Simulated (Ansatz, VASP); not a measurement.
## Two plane-wave programs on NbBr3

```
Nb Br
1.0
     5.19668    0.00000    0.00000
     0.00000    5.23736    5.23736
     0.00000    0.00000   10.47472
Nb Br
2 6
Cartesian
  0.0000 0.0000 0.0000
  0.0000 0.0000 5.2374
  2.5983 0.0000 0.0000
  0.0000 0.0000 2.6187
  0.0000 2.6187 10.4747
  2.5983 0.0000 5.2374
  0.0000 0.0000 7.8560
  0.0000 2.6187 5.2374
```

Alike in both runs: task single point; functional r2SCAN; k mesh 6 × 6 × 3; occupations gaussian, width 0.05 eV; collinear spin.

```csv
,VASP,Ansatz
version,VASP 6.6.1,Ansatz 0.2.0
potentials or method,"VASP PAW PBE potentials, release 64 (Nb_sv, Br), cutoff 550 eV","scalar-relativistic, plane waves, PAW"
valence electrons in the cell,68,68
```

```csv
,VASP,Ansatz,Ansatz less VASP
gap on the k mesh at the Fermi level (eV),none,none,-
pressure (GPa),0.0,0.1,+0.06
net moment per atom (μB),0.00,0.00,0.000
size of the moment on the site where the two differ most (μB),1.39,1.23,-0.157
```

VASP's potentials were made for PBE, not for r2SCAN. Site moments also hang on the region over which each program counts them. A gap of «none» marks a metal or a gap that the smearing closes. Ansatz's warnings: anti translation declined, stability check not made, xc potential rough in thin density.
